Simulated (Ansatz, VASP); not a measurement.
## H6C2O in VASP and in Ansatz

```
C O H
1.0
     7.29363    0.00000    0.00000
     0.00000    7.29363    0.00000
     0.00000    0.00000    7.29363
C O H
8 4 24
Direct
  0.81842 0.79577 0.61351
  0.87805 0.94062 0.47753
  0.38249 0.72763 0.02044
  0.24716 0.88203 0.05245
  0.48681 0.44291 0.41538
  0.29443 0.42252 0.49044
  0.62444 0.25843 0.90772
  0.80937 0.33307 0.96429
  0.73818 0.96698 0.34307
  0.06725 0.81697 0.01026
  0.23920 0.23542 0.46447
  0.91525 0.18361 0.04346
  0.78911 0.04463 0.24688
  0.90347 0.07141 0.55238
  0.00816 0.89983 0.41145
  0.92469 0.77499 0.71847
  0.69050 0.83610 0.68303
  0.79392 0.66487 0.54262
  0.98644 0.92376 0.00698
  0.25552 0.92884 0.19627
  0.28272 0.00010 0.96405
  0.51844 0.76357 0.07374
  0.33535 0.60431 0.09277
  0.39366 0.69553 0.87391
  0.12099 0.21748 0.52335
  0.29097 0.45955 0.63732
  0.19967 0.51630 0.41815
  0.53009 0.58697 0.41834
  0.58428 0.36046 0.49519
  0.49175 0.39529 0.27286
  0.03334 0.23215 0.08205
  0.88314 0.39150 0.84532
  0.79467 0.44296 0.06744
  0.53446 0.37167 0.86455
  0.63599 0.16121 0.79301
  0.55829 0.18799 0.02362
```

Alike in both runs: functional PBE; k mesh 1 × 1 × 1; occupations fermi-dirac, width 0.05 eV; no spin polarisation.

Ansatz relaxed the structure, and its values are those at the end. VASP's run is a single point on that final structure, the one shown.

|  | VASP | Ansatz |
| --- | --- | --- |
| version | VASP 6.6.1 | Ansatz 0.2.0 |
| potentials or method | VASP PAW PBE potentials, release 64 (C_h, O_h, H_h), cutoff 1000 eV | scalar-relativistic, plane waves, PAW |
| valence electrons in the cell | 80 | 80 |

Ansatz gave:

| Quantity | Value |
| --- | --- |
| rms of the force components (eV/Å) | 0.043 |

Question: What did VASP give for the same quantities?

Answer: rms of the force components (eV/Å): 0.042.
